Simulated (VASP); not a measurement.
Wanted: the native input for a VASP 6.6.1 run.

```yaml
Task: single point
Functional: PBE
Potentials_or_basis: VASP PAW PBE potentials, release 64 (Rb_sv, Ir)
Cutoff: 520 eV
k_mesh: 9 × 9 × 9
Occupations: fermi-dirac, width 0.05 eV
Spin: no spin polarisation
Dipole_correction: no
Further_INCAR_settings: ALGO = Normal; EDIFF = 1e-06; NBANDS = 16
```

The structure of RbIr (CsCl type) lies in POSCAR:

```
RbIr
1.0
    3.8079190921      0.0000000000      0.0000000000
    0.0000000000      3.8079190921      0.0000000000
    0.0000000000      0.0000000000      3.8079190921
Rb Ir
1 1
Direct
    0.0000000000      0.0000000000      0.0000000000
    0.5000000000      0.5000000000      0.5000000000
```

These files were run (other wordings do the same):

INCAR

```
  PREC = Accurate
  ENCUT = 520
  EDIFF = 1E-6
  ISMEAR = -1
  SIGMA = 0.05
  LREAL = F
  LASPH = T
  NELM = 60
  ALGO = Normal
  ISIF = 2
  LWAVE = F
  LCHARG = T
  GGA = PE
  LELF = T
  LVHAR = T
  NBANDS = 16
```

KPOINTS

```
Automatic mesh
0
Gamma
  9 9 9
```

Potentials or basis: VASP PAW PBE potentials, release 64 (Rb_sv, Ir).

Command:

```sh
$ cat potpaw_PBE.64/Rb_sv/POTCAR potpaw_PBE.64/Ir/POTCAR > POTCAR
$ mpirun -np 1 vasp_std > vasp.out
```

It gave:

- Pressure: 0.1 GPa
- Band gap on the k mesh: zero (bands 9 and 10 overlap by 0.63 eV)

Caveat: spin-orbit coupling is left out, which moves the levels of the heavy elements.

Run time: 17 s on 1 thread of Oxide Virtual Turin-like Processor, on a shared host, peak memory 0.14 GiB.
